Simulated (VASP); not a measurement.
# MgO (Periclase) (Fm-3m) in VASP: further runs

The runs below take MgO (Periclase) through single point, with r2SCAN.

All numbers are computed with VASP 6.6.1; they aren't measurements. Logs are shortened: lines on timing, memory, paths and dates and some standing lists are left out, and cuts for length are marked.

**The experiment to reproduce.**

“Electronic structure of alkaline earth and post-transition metal oxides”, 2009, arxiv:0908.1581 quotes, for a bulk crystal of MgO: band gap 7.83 eV.

The runs below are set against these values where they give the same quantity.

## 1. The cell of the first run

The structure is cubic, space group Fm-3m (No. 225). The conventional cell has a = 4.162 Å, b = 4.162 Å, c = 4.162 Å, α = 90.00°, β = 90.00°, γ = 90.00°. Within 2.8 Å of Mg (site symmetry m-3m) lie 6 O at 2.08 Å. Within 2.8 Å of O (site symmetry m-3m) lie 6 Mg at 2.08 Å.

## 2. Single point, r2SCAN (volume changed by -3%)

Contents of POSCAR:

```
MgO
1.0
    0.0000000000      2.0809325543      2.0809325543
    2.0809325543      0.0000000000      2.0809325543
    2.0809325543      2.0809325543      0.0000000000
Mg O
1 1
Direct
    0.0000000000      0.0000000000      0.0000000000
    0.5000000000      0.5000000000      0.5000000000
```

Contents of INCAR.step1:

```
ALGO = Normal ; EDIFF = 1E-4
ENCUT = 520 ; GGA = PE
ISMEAR = 0 ; LASPH = True
LCHARG = False ; LREAL = False
LWAVE = True ; NBANDS = 11
NELM = 60 ; PREC = Accurate
SIGMA = 0.01
```

Contents of INCAR.step2:

```
ALGO = Normal ; EDIFF = 1E-6
ENCUT = 520 ; ISIF = 2
ISMEAR = 0 ; ISTART = 1
LASPH = True ; LCHARG = False
LMIXTAU = True ; LREAL = False
LWAVE = False ; METAGGA = R2SCAN
NBANDS = 11 ; NELM = 60
PREC = Accurate ; SIGMA = 0.01
```

Contents of KPOINTS:

```
k-points
0
Gamma
  8 8 8
```

Potentials or basis: VASP PAW PBE potentials, release 64 (Mg, O).

Command:

```
cat potpaw_PBE.64/Mg/POTCAR potpaw_PBE.64/O/POTCAR > POTCAR
cp INCAR.step1 INCAR
mpirun -np 1 vasp_std > vasp.out
cp INCAR.step2 INCAR
mpirun -np 1 vasp_std > vasp.out
```

OUTCAR:

```text
EDIFF = 1E-6
   ENCUT = 520
   ISIF = 2
   ISMEAR = 0
   ISTART = 1
   LASPH = True
   LREAL = False
   METAGGA = R2SCAN
   NELM = 60
   PREC = Accurate

 ion  position               nearest neighbor table
   1  0.000  0.000  0.000-   2 2.08   2 2.08   2 2.08   2 2.08   2 2.08   2 2.08
   2  0.500  0.500  0.500-   1 2.08   1 2.08   1 2.08   1 2.08   1 2.08   1 2.08

  LATTYP: Found a face centered cubic cell.
 ALAT       =     4.1618651086

  Lattice vectors:

 A1 = (   0.0000000000,   2.0809325543,   2.0809325543)
 A2 = (   2.0809325543,   0.0000000000,   2.0809325543)
 A3 = (   2.0809325543,   2.0809325543,   0.0000000000)

Analysis of symmetry for initial positions (statically):
=====================================================================
 Subroutine PRICEL returns:
 Original cell was already a primitive cell.

 Routine SETGRP: Setting up the symmetry group for a
 face centered cubic supercell.

 Subroutine GETGRP returns: Found 48 space group operations
 (whereof 48 operations were pure point group operations)
 out of a pool of 48 trial point group operations.

The static configuration has the point symmetry O_h .

Analysis of symmetry for dynamics (positions and initial velocities):
=====================================================================
 Subroutine PRICEL returns:
 Original cell was already a primitive cell.

 Routine SETGRP: Setting up the symmetry group for a
 face centered cubic supercell.

 Subroutine GETGRP returns: Found 48 space group operations
 (whereof 48 operations were pure point group operations)
 out of a pool of 48 trial point group operations.

The dynamic configuration has the point symmetry O_h .

 Subroutine INISYM returns: Found 48 space group operations
 (whereof 48 operations are pure point group operations),
 and found     1 'primitive' translations

----------------------------------------------------------------------------------------

                                     Primitive cell

  volume of cell :      18.0220

  direct lattice vectors                    reciprocal lattice vectors
     0.000000000  2.080932554  2.080932554    -0.240276889  0.240276889  0.240276889
     2.080932554  0.000000000  2.080932554     0.240276889 -0.240276889  0.240276889
     2.080932554  2.080932554  0.000000000     0.240276889  0.240276889 -0.240276889

  length of vectors
     2.942883041  2.942883041  2.942883041     0.416171779  0.416171779  0.416171779

  position of ions in fractional coordinates (direct lattice)
     0.000000000  0.000000000  0.000000000
     0.500000000  0.500000000  0.500000000

  ion indices of the primitive-cell ions
   primitive index   ion index
                 1           1
                 2           2

----------------------------------------------------------------------------------------

 KPOINTS: k-points

Automatic generation of k-mesh.
 Grid dimensions read from file:
 generate k-points for:    8    8    8

 Generating k-lattice:

  Cartesian coordinates                     Fractional coordinates (reciprocal lattice)
    -0.030034611  0.030034611  0.030034611     0.125000000  0.000000000  0.000000000
     0.030034611 -0.030034611  0.030034611     0.000000000  0.125000000  0.000000000
     0.030034611  0.030034611 -0.030034611     0.000000000  0.000000000  0.125000000

  Length of vectors
     0.052021472  0.052021472  0.052021472

  Shift w.r.t. Gamma in fractional coordinates (k-lattice)
     0.000000000  0.000000000  0.000000000

 Subroutine IBZKPT returns following result:
 ===========================================

 Found     29 irreducible k-points:

 Following reciprocal coordinates:
            Coordinates               Weight
  0.000000  0.000000  0.000000      1.000000
  0.125000  0.000000  0.000000      8.000000
  0.250000  0.000000  0.000000      8.000000
  0.375000  0.000000  0.000000      8.000000
  0.500000  0.000000  0.000000      4.000000
  0.125000  0.125000  0.000000      6.000000
[... 16 lines left out ...]
  0.500000  0.250000  0.125000     48.000000
 -0.375000  0.250000  0.125000     24.000000
 [... further k-points ...]
   k-points           NKPTS =     29   k-points in BZ     NKDIM =     29   number of bands    NBANDS=     11
   number of dos      NEDOS =    301   number of ions     NIONS =      2
   total plane-waves  NPLWV =  13824
   dimension x,y,z NGX =    24 NGY =   24 NGZ =   24
   dimension x,y,z NGXF=    48 NGYF=   48 NGZF=   48
   ions per type =               1   1
   NGX,Y,Z   is equivalent  to a cutoff of  13.56, 13.56, 13.56 a.u.
   NGXF,Y,Z  is equivalent  to a cutoff of  27.12, 27.12, 27.12 a.u.
 SYSTEM =  unknown system
   PREC   = accura    normal or accurate (medium, high low for compatibility)
   ISTART =      1    job   : 0-new  1-cont  2-samecut
   ICHARG =      0    charge: 1-file 2-atom 10-const
   ISPIN  =      1    spin polarized calculation?
   LNONCOLLINEAR =      F non collinear calculations
   LSORBIT =      F    spin-orbit coupling
   LASPH  =      T    aspherical Exc in radial PAW
   ENCUT  =  520.0 eV  38.22 Ry    6.18 a.u.   5.47  5.47  5.47*2*pi/ulx,y,z
   NELM   =     60;   NELMIN=  2; NELMDL=  0     # of ELM steps
   EDIFF  = 0.1E-05   stopping-criterion for ELM
   LREAL  =      F    real-space projection
[... 7 lines left out ...]
   TEBEG  =    0.0;   TEEND  =   0.0 temperature during run
   PSTRESS=    0.0 pullay stress
   NELECT =       8.0000    total number of electrons
   NUPDOWN=      -1.0000    fix difference up-down
   EMIN   =  10.00;   EMAX   =-10.00  energy-range for DOS
   EFERMI =   0.00;   METHOD = LEGACY
   ISMEAR =     0;   SIGMA  =   0.01  broadening in eV -4-tet -1-fermi 0-gaus
   EFERMI_NEDOS =   21; number of points for ismear=-14 and -15
   IALGO  =     38    algorithm
   IMIX   =      4    mixing-type and parameters
     AMIX     =   0.40;   BMIX     =  1.00
     AMIX_MAG =   1.60;   BMIX_MAG =  1.00
  volume/ion in A,a.u.               =       9.01        60.81
  Fermi-wavevector in a.u.,A,eV,Ry     =   1.248830  2.359947 21.219341  1.559578
  Thomas-Fermi vector in A             =   2.382899
   LORBIT       =      0    0 simple, 1 ext, 2 COOP (PROOUT), +10 PAW based schemes
   METAGGA = R2SCAN    functional components
   LHFCALC =     F    Hartree Fock is set to
   AEXX    =    0.0000 exact exchange contribution
   IVDW    =     0    specifies the selected vdW correction
   LEPSILON=     F    determine dielectric tensor
   LRPA    =     F    only Hartree local field effects (RPA)
 non-spin polarized calculation
 Gauss-broadening in eV      SIGMA  =   0.01
  energy-cutoff  :      520.00
  volume of cell :       18.02
 maximum number of plane-waves:       531
 NGX is ok and might be reduce to    24
   NGX = 11   NGY = 11   NGZ = 11

 number of electron       8.0000001 magnetization

 Free energy of the ion-electron system (eV)
  ---------------------------------------------------
  ext. energy  EPLUGINS =         0.00000000
  ---------------------------------------------------
  free energy    TOTEN  =       -16.15509141 eV

  energy without entropy =      -16.15509141  energy(sigma->0) =      -16.15509141

 E-fermi :   3.0984     XC(G=0): -11.7813

 val. band max:        3.0451883638   @ k =   0.0000   0.0000   0.0000
 cond. band min:       9.0214094909   @ k =   0.0000   0.0000   0.0000
 fundamental gap:      5.9762211271
 Fermi energy:         3.0984379840

 k-point     1 :       0.0000    0.0000    0.0000
  band No.  band energies     occupation
      1     -15.3433      2.00000
      2       3.0452      2.00000
      3       3.0452      2.00000
      4       3.0452      2.00000
      5       9.0214      0.00000
      6      20.0904      0.00000
      7      20.0904      0.00000
      8      20.0904      0.00000
      9      24.3403      0.00000
     10      26.1473      0.00000
     11      26.1473      0.00000

 k-point     2 :       0.1250    0.0000    0.0000
  band No.  band energies     occupation
      1     -15.1721      2.00000
      2       2.1021      2.00000
      3       2.9325      2.00000
      4       2.9325      2.00000
      5       9.9211      0.00000
      6      18.4074      0.00000
      7      20.4905      0.00000
      8      20.4905      0.00000
      9      25.2455      0.00000
     10      25.2455      0.00000
     11      26.6895      0.00000

 k-point     3 :       0.2500    0.0000    0.0000
  band No.  band energies     occupation
      1     -14.7287      2.00000
      2       0.3362      2.00000
      3       2.6728      2.00000
      4       2.6728      2.00000
      5      11.3819      0.00000
      6      16.9210      0.00000
      7      21.1001      0.00000
      8      21.1001      0.00000
      9      24.8627      0.00000
     10      24.8627      0.00000
     11      27.1452      0.00000

 k-point     4 :       0.3750    0.0000    0.0000
  band No.  band energies     occupation
      1     -14.2306      2.00000
      2      -1.1478      2.00000
      3       2.4283      2.00000
      4       2.4283      2.00000
      5      12.0319      0.00000
      6      16.9346      0.00000
      7      21.0057      0.00000
      8      21.0057      0.00000
      9      26.2933      0.00000
     10      26.2933      0.00000
     11      26.3310      0.00000
[... 239 lines left out ...]
 k-point    22 :       0.3750    0.2500    0.1250
  band No.  band energies     occupation
      1     -14.4133      2.00000
      2      -0.0455      2.00000
      3       1.8358      2.00000
      4       2.3833      2.00000
      5      12.8723      0.00000
      6      15.6811      0.00000
      7      19.7188      0.00000
      8      22.2618      0.00000
      9      22.6789      0.00000
     10      27.2952      0.00000
     11      31.0675      0.00000

 k-point    23 :       0.5000    0.2500    0.1250
  band No.  band energies     occupation
      1     -14.0222      2.00000
      2      -0.7820      2.00000
      3       1.2373      2.00000
      4       2.1152      2.00000
      5      13.8273      0.00000
      6      16.0203      0.00000
      7      18.5481      0.00000
      8      21.8695      0.00000
      9      24.3956      0.00000
     10      27.3392      0.00000
     11      31.2423      0.00000

 k-point    24 :      -0.3750    0.2500    0.1250
  band No.  band energies     occupation
      1     -13.8488      2.00000
      2      -1.0959      2.00000
      3       1.0217      2.00000
      4       1.9896      2.00000
      5      13.9393      0.00000
      6      16.7303      0.00000
      7      18.1050      0.00000
      8      21.6102      0.00000
      9      25.2641      0.00000
     10      27.0498      0.00000
     11      31.3712      0.00000

 [... further k-points ...]

------------------------ aborting loop because EDIFF is reached ----------------------------------------

  FORCE on cell =-STRESS in cart. coord.  units (eV):
  Direction    XX          YY          ZZ          XY          YZ          ZX
  --------------------------------------------------------------------------------------
  -------------------------------------------------------------------------------------
  Total        0.4787554      0.4787554      0.4787554     -0.0000000     -0.0000000      0.0000000
  in kB       42.5618292     42.5618292     42.5618292     -0.0000000     -0.0000000      0.0000000
  external PRESSURE =      42.5618292 kB  Pullay stress =       0.0000000 kB

 VOLUME and BASIS-vectors are now :
 -----------------------------------------------------------------------------
  energy-cutoff  :      520.00
  volume of cell :       18.02
      direct lattice vectors                 reciprocal lattice vectors
     0.000000000  2.080932554  2.080932554    -0.240276889  0.240276889  0.240276889
     2.080932554  0.000000000  2.080932554     0.240276889 -0.240276889  0.240276889
     2.080932554  2.080932554  0.000000000     0.240276889  0.240276889 -0.240276889

 POSITION                                       TOTAL-FORCE (eV/Angst)
 -----------------------------------------------------------------------------------
      0.00000      0.00000      0.00000        -0.000000     -0.000000      0.000000
      2.08093      2.08093      2.08093         0.000000      0.000000     -0.000000
 -----------------------------------------------------------------------------------
    total drift:                               -0.000000     -0.000000      0.000000

  FREE ENERGIE OF THE ION-ELECTRON SYSTEM (eV)
  ---------------------------------------------------
  free  energy   TOTEN  =       -16.1550914113 eV

  energy  without entropy=      -16.1550914113  energy(sigma->0) =      -16.15509141
```

Wall time 36 s (1 thread of AMD EPYC 7R13, shared host); peak memory 0.11 GiB.

What came out:

| Quantity | Value |
| --- | --- |
| Free energy | -16.1551 eV |
| Pressure | 4.3 GPa |
| Band gap on the k mesh | 5.98 eV, direct |

Levels at points of the mesh, in eV from the valence-band top:
```csv
k point,band 1,band 2,band 3,band 4,band 5,band 6,band 7,band 8
"(0.00, 0.00, 0.00)",-18.39,0.00,0.00,0.00,5.98,17.05,17.05,17.05
"(0.50, 0.00, 0.00)",-17.05,-4.77,-0.71,-0.71,9.04,14.24,17.81,17.81
"(0.50, 0.50, 0.00)",-16.79,-4.25,-1.43,-1.43,10.08,11.47,14.70,20.95
```

Caveat: the PAW data sets were made with another functional, which shifts forces and pressure a little.

(Continued in part 2 of 2.)
